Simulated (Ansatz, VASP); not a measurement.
**Hf in VASP and in Ansatz**

```
Hf
1.0
     0.00000    2.39760    2.22000
     2.39760    0.00000    2.22000
     2.39760    2.39760    0.00000
Hf
1
Cartesian
  0.0000 0.0000 0.0000
```

Change from the starting cell: strain +0.080 along x and y, +0.000 along z, atoms carried along.

Alike in both runs: task single point; functional PBEsol; k mesh 18 × 18 × 18; occupations gaussian, width 0.15 eV; no spin polarisation.

|  | VASP | Ansatz |
| --- | --- | --- |
| version | VASP 6.6.1 | Ansatz 0.2.0 |
| potentials or method | VASP PAW PBE potentials, release 64 (Hf_pv), cutoff 520 eV | scalar-relativistic, plane waves, PAW |
| valence electrons in the cell | 10 | 26 |

Ansatz gave:

| Quantity | Value |
| --- | --- |
| gap on the k mesh at the Fermi level (eV) | none |
| pressure (GPa) | -13.7 |
| traceless stress, the component that is largest in VASP (GPa) | 2.15 |

Problem. Which values does VASP return?

Solution. gap on the k mesh at the Fermi level (eV): none; pressure (GPa): -14.0; traceless stress, the component that is largest in VASP (GPa): 2.16.

VASP's potentials were made for PBE, not for PBEsol. A gap of «none» marks a metal or a gap that the smearing closes. VASP's potentials hold 10 valence electrons a cell and Ansatz's 26, so a difference there can come from the potentials and not from the codes.

Neither program's run includes spin-orbit coupling.
